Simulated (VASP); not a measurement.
# Pb (Fm-3m) in VASP: further runs

The runs below take Pb through relaxation of cell and atoms, with PBE.

All numbers are computed with VASP 6.6.1; they aren't measurements. Logs are shortened: lines on timing, memory, paths and dates and some standing lists are left out, and cuts for length are marked.

## Step 1: The cell of the first run

Symmetry: Fm-3m, No. 225, cubic system. The conventional cell has a = 4.022 Å, b = 4.022 Å, c = 4.022 Å, α = 90.00°, β = 90.00°, γ = 90.00°. Within 3.7 Å of Pb (site symmetry m-3m) lie 12 Pb at 2.84 Å.

## Step 2: Relaxation of cell and atoms, PBE, target pressure 140 GPa, at which the enthalpy is minimised

Input file INCAR:

```
SYSTEM = Pb
  PREC = Accurate
  ENCUT = 600
  EDIFF = 1E-6
  ISMEAR = -1
  SIGMA = 0.08
  LREAL = .FALSE.
  LASPH = .TRUE.
  NELM = 100
  ALGO = Normal
  ISIF = 3
  LWAVE = .FALSE.
  LCHARG = .FALSE.
  GGA = PE
  IBRION = 2
  NSW = 60
  EDIFFG = -0.005
  PSTRESS = 1400.0
```

Input file KPOINTS:

```
Automatic mesh
0
G
  16 16 16
  0 0 0
```

Input file POSCAR:

```
Pb
1.0
    0.0000000000      2.0109195403      2.0109195403
    2.0109195403      0.0000000000      2.0109195403
    2.0109195403      2.0109195403      0.0000000000
Pb
1
Direct
    0.0000000000      0.0000000000      0.0000000000
```

Potentials or basis: VASP PAW PBE potentials, release 64 (Pb_d).

On the command line:

```bash
cat potpaw_PBE.64/Pb_d/POTCAR > POTCAR
mpirun -np 1 vasp_std > vasp.out
```

OUTCAR:

```text
SYSTEM = Pb
   PREC = Accurate
   ENCUT = 600
   EDIFF = 1E-6
   ISMEAR = -1
   LREAL = .FALSE.
   LASPH = .TRUE.
   NELM = 100
   ISIF = 3
   GGA = PE
   IBRION = 2
   NSW = 60
   EDIFFG = -0.005
   PSTRESS = 1400.0

 ion  position               nearest neighbor table
   1  0.000  0.000  0.000-

  LATTYP: Found a face centered cubic cell.
 ALAT       =     4.0218390806

  Lattice vectors:

 A1 = (   0.0000000000,   2.0109195403,   2.0109195403)
 A2 = (   2.0109195403,   0.0000000000,   2.0109195403)
 A3 = (   2.0109195403,   2.0109195403,   0.0000000000)

Analysis of symmetry for initial positions (statically):
=====================================================================
 Subroutine PRICEL returns:
 Original cell was already a primitive cell.

 Routine SETGRP: Setting up the symmetry group for a
 face centered cubic supercell.

 Subroutine GETGRP returns: Found 48 space group operations
 (whereof 48 operations were pure point group operations)
 out of a pool of 48 trial point group operations.

The static configuration has the point symmetry O_h .

Analysis of symmetry for dynamics (positions and initial velocities):
=====================================================================
 Subroutine PRICEL returns:
 Original cell was already a primitive cell.

 Routine SETGRP: Setting up the symmetry group for a
 face centered cubic supercell.

 Subroutine GETGRP returns: Found 48 space group operations
 (whereof 48 operations were pure point group operations)
 out of a pool of 48 trial point group operations.

The dynamic configuration has the point symmetry O_h .

 Subroutine INISYM returns: Found 48 space group operations
 (whereof 48 operations are pure point group operations),
 and found     1 'primitive' translations

----------------------------------------------------------------------------------------

                                     Primitive cell

  volume of cell :      16.2635

  direct lattice vectors                    reciprocal lattice vectors
     0.000000000  2.010919540  2.010919540    -0.248642469  0.248642469  0.248642469
     2.010919540  0.000000000  2.010919540     0.248642469 -0.248642469  0.248642469
     2.010919540  2.010919540  0.000000000     0.248642469  0.248642469 -0.248642469

  length of vectors
     2.843869687  2.843869687  2.843869687     0.430661390  0.430661390  0.430661390

  position of ions in fractional coordinates (direct lattice)
     0.000000000  0.000000000  0.000000000

  ion indices of the primitive-cell ions
   primitive index   ion index
                 1           1

----------------------------------------------------------------------------------------

 KPOINTS: Automatic mesh

Automatic generation of k-mesh.
 Grid dimensions read from file:
 generate k-points for:   16   16   16

 Generating k-lattice:

  Cartesian coordinates                     Fractional coordinates (reciprocal lattice)
    -0.015540154  0.015540154  0.015540154     0.062500000  0.000000000  0.000000000
     0.015540154 -0.015540154  0.015540154     0.000000000  0.062500000  0.000000000
     0.015540154  0.015540154 -0.015540154     0.000000000  0.000000000  0.062500000

  Length of vectors
     0.026916337  0.026916337  0.026916337

  Shift w.r.t. Gamma in fractional coordinates (k-lattice)
     0.000000000  0.000000000  0.000000000

 Subroutine IBZKPT returns following result:
 ===========================================

 Found    145 irreducible k-points:

 Following reciprocal coordinates:
            Coordinates               Weight
  0.000000  0.000000  0.000000      1.000000
  0.062500  0.000000  0.000000      8.000000
  0.125000  0.000000  0.000000      8.000000
  0.187500  0.000000  0.000000      8.000000
  0.250000  0.000000  0.000000      8.000000
  0.312500  0.000000  0.000000      8.000000
[... 16 lines left out ...]
 -0.125000  0.062500  0.000000     24.000000
 -0.062500  0.062500  0.000000     12.000000
 [... further k-points ...]
   k-points           NKPTS =    145   k-points in BZ     NKDIM =    145   number of bands    NBANDS=     11
   number of dos      NEDOS =    301   number of ions     NIONS =      1
   total plane-waves  NPLWV =  13824
   dimension x,y,z NGX =    24 NGY =   24 NGZ =   24
   dimension x,y,z NGXF=    48 NGYF=   48 NGZF=   48
   ions per type =               1
   NGX,Y,Z   is equivalent  to a cutoff of  14.03, 14.03, 14.03 a.u.
   NGXF,Y,Z  is equivalent  to a cutoff of  28.06, 28.06, 28.06 a.u.
 SYSTEM =  Pb
   PREC   = accura    normal or accurate (medium, high low for compatibility)
   ISTART =      0    job   : 0-new  1-cont  2-samecut
   ICHARG =      2    charge: 1-file 2-atom 10-const
   ISPIN  =      1    spin polarized calculation?
   LNONCOLLINEAR =      F non collinear calculations
   LSORBIT =      F    spin-orbit coupling
   LASPH  =      T    aspherical Exc in radial PAW
   ENCUT  =  600.0 eV  44.10 Ry    6.64 a.u.   5.68  5.68  5.68*2*pi/ulx,y,z
   NELM   =    100;   NELMIN=  2; NELMDL= -5     # of ELM steps
   EDIFF  = 0.1E-05   stopping-criterion for ELM
   LREAL  =      F    real-space projection
   EDIFFG = -.5E-02   stopping-criterion for IOM
   NSW    =     60    number of steps for IOM
   IBRION =      2    ionic relax: 0-MD 1-quasi-New 2-CG
   NFREE  =      1    steps in history (QN), initial steepest desc. (CG)
   ISIF   =      3    stress and relaxation
   ISYM   =      2    0-nonsym 1-usesym 2-fastsym
   POTIM  = 0.5000    time-step for ionic-motion
   TEBEG  =    0.0;   TEEND  =   0.0 temperature during run
   PSTRESS= 1400.0 pullay stress
   NELECT =      14.0000    total number of electrons
   NUPDOWN=      -1.0000    fix difference up-down
   EMIN   =  10.00;   EMAX   =-10.00  energy-range for DOS
   EFERMI =   0.00;   METHOD = LEGACY
   ISMEAR =    -1;   SIGMA  =   0.08  broadening in eV -4-tet -1-fermi 0-gaus
   EFERMI_NEDOS =   21; number of points for ismear=-14 and -15
   IALGO  =     38    algorithm
   IMIX   =      4    mixing-type and parameters
     AMIX     =   0.40;   BMIX     =  1.00
     AMIX_MAG =   1.60;   BMIX_MAG =  1.00
  volume/ion in A,a.u.               =      16.26       109.75
  Fermi-wavevector in a.u.,A,eV,Ry     =   1.557326  2.942919 32.997716  2.425264
  Thomas-Fermi vector in A             =   2.660992
   LORBIT       =      0    0 simple, 1 ext, 2 COOP (PROOUT), +10 PAW based schemes
   GGA     = PE    functional components
   LHFCALC =     F    Hartree Fock is set to
   AEXX    =    0.0000 exact exchange contribution
   IVDW    =     0    specifies the selected vdW correction
   LEPSILON=     F    determine dielectric tensor
   LRPA    =     F    only Hartree local field effects (RPA)
 conjugate gradient relaxation of ions
 non-spin polarized calculation
  energy-cutoff  :      600.00
  volume of cell :       16.26
 maximum number of plane-waves:       560
   NGX = 11   NGY = 11   NGZ = 11

--------------------------------------- Ionic step        1  -------------------------------------------

 number of electron      13.9999998 magnetization

 Free energy of the ion-electron system (eV)
  ---------------------------------------------------
  ext. energy  EPLUGINS =         0.00000000
  ---------------------------------------------------
  free energy    TOTEN  =         0.00405401 eV

  energy without entropy =        0.01433668  energy(sigma->0) =        0.00919535

------------------------ aborting loop because EDIFF is reached ----------------------------------------

  FORCE on cell =-STRESS in cart. coord.  units (eV):
  Direction    XX          YY          ZZ          XY          YZ          ZX
  --------------------------------------------------------------------------------------
  -------------------------------------------------------------------------------------
  Total       14.3457442     14.3457442     14.3457442      0.0000000      0.0000000      0.0000000
  in kB     1413.2519257   1413.2519257   1413.2519257      0.0000000      0.0000000      0.0000000
  external PRESSURE =      13.2519257 kB  Pullay stress =    1400.0000000 kB
[... 59 lines left out ...]
  enthalpy is  TOTEN    =        14.2231775539 eV   P V=       14.4896976905

--------------------------------------- Ionic step        3  -------------------------------------------

 number of electron      13.9999998 magnetization

 Free energy of the ion-electron system (eV)
  ---------------------------------------------------
  ext. energy  EPLUGINS =         0.00000000
  ---------------------------------------------------
  free energy    TOTEN  =        -0.03063960 eV

  energy without entropy =       -0.02035578  energy(sigma->0) =       -0.02549769

 E-fermi :  17.4901     XC(G=0): -13.5563

 val. band max:       17.4663088612   @ k =  -0.4375   0.4375   0.0625
 cond. band min:      17.5005374410   @ k =  -0.3750   0.5000   0.1250
 fundamental gap:      0.0342285798
 Fermi energy:        17.4900555680

 k-point     1 :       0.0000    0.0000    0.0000
  band No.  band energies     occupation
      1      -1.7015      2.00000
      2      -1.7015      2.00000
      3      -1.7015      2.00000
      4      -1.0094      2.00000
      5      -0.9224      2.00000
      6      -0.9224      2.00000
      7      25.8403      0.00000
      8      28.8765      0.00000
      9      28.8765      0.00000
     10      28.8765      0.00000
     11      34.9873      0.00000
[... 309 lines left out ...]
 k-point    24 :      -0.0625    0.0625    0.0000
  band No.  band energies     occupation
      1      -1.7417      2.00000
      2      -1.6379      2.00000
      3      -1.6288      2.00000
      4      -0.9717      2.00000
      5      -0.9238      2.00000
      6      -0.6138      2.00000
      7      25.7255      0.00000
      8      26.6844      0.00000
      9      28.1807      0.00000
     10      29.4859      0.00000
     11      33.2793      0.00000

 [... further k-points ...]

------------------------ aborting loop because EDIFF is reached ----------------------------------------

  FORCE on cell =-STRESS in cart. coord.  units (eV):
  Direction    XX          YY          ZZ          XY          YZ          ZX
  --------------------------------------------------------------------------------------
  -------------------------------------------------------------------------------------
  Total       14.2483827     14.2483827     14.2483827      0.0000000      0.0000000     -0.0000000
  in kB     1400.2586162   1400.2586162   1400.2586162      0.0000000      0.0000000     -0.0000000
  external PRESSURE =       0.2586162 kB  Pullay stress =    1400.0000000 kB
[... 16 lines left out ...]
  FREE ENERGIE OF THE ION-ELECTRON SYSTEM (eV)
  ---------------------------------------------------
  free  energy   TOTEN  =        -0.0306395985 eV

  energy  without entropy=       -0.0203557751  energy(sigma->0) =       -0.02549769

  enthalpy is  TOTEN    =        14.2151115761 eV   P V=       14.2457511746

 reached required accuracy - stopping structural energy minimisation
```

Wall time 18 s (1 thread of Intel Xeon 6975P-C (Granite Rapids), shared host); peak memory 0.16 GiB.

Results:

```yaml
Free_energy: -0.0306 eV
Relaxed_volume: 16.30 Å³/atom
Relaxed_cell: a = 2.846 Å, b = 2.846 Å, c = 2.846 Å, α = 60.00°, β = 60.00°, γ = 60.00°
Space_group_after_relaxing_to_0.05_Å: Fm-3m (No. 225)
Energy_change_on_relaxing_the_enthalpy_is_what_falls: -34.7 meV/atom
Ionic_steps: 3
Pressure_after_relaxing: 140.0 GPa
Band_gap_on_the_k_mesh: zero (band 7 reaches 26.00 eV, above the bottom of band 8 at 14.24 eV)
```

The path:
| step | energy change (eV) | largest force (eV/Å) | pressure (GPa) | volume (Å³) |
| --- | --- | --- | --- | --- |
| 1 | 0.0000 | 0.0000 | 141.33 | 16.26 |
| 2 | -0.2706 | 0.0000 | 130.85 | 16.58 |
| 3 | -0.0347 | 0.0000 | 140.03 | 16.30 |

Final structure:
```cif
data_structure
_symmetry_space_group_name_H-M 'P 1'
_symmetry_Int_Tables_number 1
_cell_length_a 2.8462
_cell_length_b 2.8462
_cell_length_c 2.8462
_cell_angle_alpha 60.000
_cell_angle_beta 60.000
_cell_angle_gamma 60.000
_cell_volume 16.30
loop_
_atom_site_label
_atom_site_type_symbol
_atom_site_fract_x
_atom_site_fract_y
_atom_site_fract_z
_atom_site_occupancy
Pb1 Pb 0.00000 0.00000 0.00000 1
```

Levels at points of the mesh, in eV from the Fermi level:
| k point | band 5 | band 6 | band 7 | band 8 | band 9 | band 10 |
| --- | --- | --- | --- | --- | --- | --- |
| (0.00, 0.00, 0.00) | -18.41 | -18.41 | 8.35 | 11.39 | 11.39 | 11.39 |
| (0.50, 0.00, 0.00) | -17.75 | -9.15 | -8.93 | 7.90 | 8.78 | 8.78 |
| (0.50, 0.50, 0.00) | -17.58 | -7.17 | -5.94 | 1.88 | 1.88 | 7.87 |

Caveat: the cell is relaxed towards a set pressure, so the enthalpy falls and the energy may rise; spin-orbit coupling is left out, which moves the levels of the heavy elements.

## Step 3: Relaxation of cell and atoms, PBE, target pressure 140 GPa, at which the enthalpy is minimised

This run uses another cell than the first one, of 16.31 Å³/atom, 1.003 times its volume.

Input file INCAR:

```
ALGO = Normal
EDIFF = 1E-7
EDIFFG = -0.005
ENCUT = 600
GGA = PE
IBRION = 2
ISIF = 3
ISMEAR = -1
LASPH = True
LCHARG = False
LREAL = False
LWAVE = False
NELM = 100
NSW = 32
PREC = Accurate
PSTRESS = 1400.0
SIGMA = 0.08
```

Input file KPOINTS:

```
k-points
0
Gamma
  16 16 16
```

Input file POSCAR:

```
Pb
1.0
    0.0000000000      2.0126685390      2.0126685390
    2.0126685390      0.0000000000      2.0126685390
    2.0126685390      2.0126685390      0.0000000000
Pb
1
Direct
    0.0000000000      0.0000000000      0.0000000000
```

Potentials or basis: VASP PAW PBE potentials, release 64 (Pb_d).

On the command line:

```bash
cat potpaw_PBE.64/Pb_d/POTCAR > POTCAR
mpirun -np 1 vasp_std > vasp.out
```

OUTCAR:

```text
EDIFF = 1E-7
   EDIFFG = -0.005
   ENCUT = 600
   GGA = PE
   IBRION = 2
   ISIF = 3
   ISMEAR = -1
   LASPH = True
   LREAL = False
   NELM = 100
   NSW = 32
   PREC = Accurate
   PSTRESS = 1400.0

 ion  position               nearest neighbor table
   1  0.000  0.000  0.000-

  LATTYP: Found a face centered cubic cell.
 ALAT       =     4.0253370780

  Lattice vectors:

 A1 = (   0.0000000000,   2.0126685390,   2.0126685390)
 A2 = (   2.0126685390,   0.0000000000,   2.0126685390)
 A3 = (   2.0126685390,   2.0126685390,   0.0000000000)

Analysis of symmetry for initial positions (statically):
=====================================================================
 Subroutine PRICEL returns:
 Original cell was already a primitive cell.

 Routine SETGRP: Setting up the symmetry group for a
 face centered cubic supercell.

 Subroutine GETGRP returns: Found 48 space group operations
 (whereof 48 operations were pure point group operations)
 out of a pool of 48 trial point group operations.

The static configuration has the point symmetry O_h .

Analysis of symmetry for dynamics (positions and initial velocities):
=====================================================================
[... 164 lines left out ...]
  Total       14.2378290     14.2378290     14.2378290      0.0000000      0.0000000      0.0000000
  in kB     1398.9673705   1398.9673705   1398.9673705      0.0000000      0.0000000      0.0000000
  external PRESSURE =      -1.0326295 kB  Pullay stress =    1400.0000000 kB
[... 61 lines left out ...]
--------------------------------------- Ionic step        3  -------------------------------------------

 number of electron      13.9999998 magnetization

 Free energy of the ion-electron system (eV)
  ---------------------------------------------------
  ext. energy  EPLUGINS =         0.00000000
  ---------------------------------------------------
  free energy    TOTEN  =        -0.03065624 eV

  energy without entropy =       -0.02037235  energy(sigma->0) =       -0.02551429

 E-fermi :  17.4901     XC(G=0): -13.5563

 val. band max:       17.4663247152   @ k =  -0.4375   0.4375   0.0625
 cond. band min:      17.5005557939   @ k =  -0.3750   0.5000   0.1250
 fundamental gap:      0.0342310787
 Fermi energy:        17.4900734481

 k-point     1 :       0.0000    0.0000    0.0000
  band No.  band energies     occupation
      1      -1.7015      2.00000
      2      -1.7015      2.00000
      3      -1.7015      2.00000
      4      -1.0094      2.00000
      5      -0.9224      2.00000
      6      -0.9224      2.00000
      7      25.8403      0.00000
      8      28.8765      0.00000
      9      28.8765      0.00000
     10      28.8765      0.00000
     11      34.9873      0.00000
[... 309 lines left out ...]
 k-point    24 :      -0.0625    0.0625    0.0000
  band No.  band energies     occupation
      1      -1.7417      2.00000
      2      -1.6379      2.00000
      3      -1.6288      2.00000
      4      -0.9716      2.00000
      5      -0.9238      2.00000
      6      -0.6138      2.00000
      7      25.7255      0.00000
      8      26.6844      0.00000
      9      28.1807      0.00000
     10      29.4859      0.00000
     11      33.2793      0.00000

 [... further k-points ...]
[... 5 lines left out ...]
  --------------------------------------------------------------------------------------
  -------------------------------------------------------------------------------------
  Total       14.2480156     14.2480156     14.2480156      0.0000000      0.0000000      0.0000000
  in kB     1400.2221251   1400.2221251   1400.2221251      0.0000000      0.0000000      0.0000000
  external PRESSURE =       0.2221251 kB  Pullay stress =    1400.0000000 kB
[... 20 lines left out ...]
  energy  without entropy=       -0.0203723467  energy(sigma->0) =       -0.02551429

  enthalpy is  TOTEN    =        14.2150990718 eV   P V=       14.2457553100

 reached required accuracy - stopping structural energy minimisation
```

Run time: 19 s. Hardware: 1 thread of Intel Xeon 6975P-C (Granite Rapids), shared host; peak memory 0.16 GiB.

What came out:

| Item | Value |
| --- | --- |
| Free energy | -0.0307 eV |
| Relaxed volume | 16.30 Å³/atom |
| Relaxed cell | a = 2.846 Å, b = 2.846 Å, c = 2.846 Å, α = 60.00°, β = 60.00°, γ = 60.00° |
| Space group after relaxing (to 0.05 Å) | Fm-3m (No. 225) |
| Energy change on relaxing (the enthalpy is what falls) | +2.6 meV/atom |
| Ionic steps | 3 |
| Pressure after relaxing | 140.0 GPa |
| Band gap on the k mesh | zero (band 7 reaches 26.00 eV, above the bottom of band 8 at 14.24 eV) |

The path:
```csv
step,energy change (eV),largest force (eV/Å),pressure (GPa),volume (Å³)
1,0.0000,0.0000,139.90,16.31
2,0.0217,0.0000,140.76,16.28
3,0.0026,0.0000,140.02,16.30
```

Final structure:
```yaml
crystal:
  lattice:
    - [0.00000, 2.01255, 2.01255]
    - [2.01255, 0.00000, 2.01255]
    - [2.01255, 2.01255, 0.00000]
  atoms:
    - { symbol: Pb, position: [0.00000, 0.00000, 0.00000] }
```

Caveat: the cell is relaxed towards a set pressure, so the enthalpy falls and the energy may rise; spin-orbit coupling is left out, which moves the levels of the heavy elements.
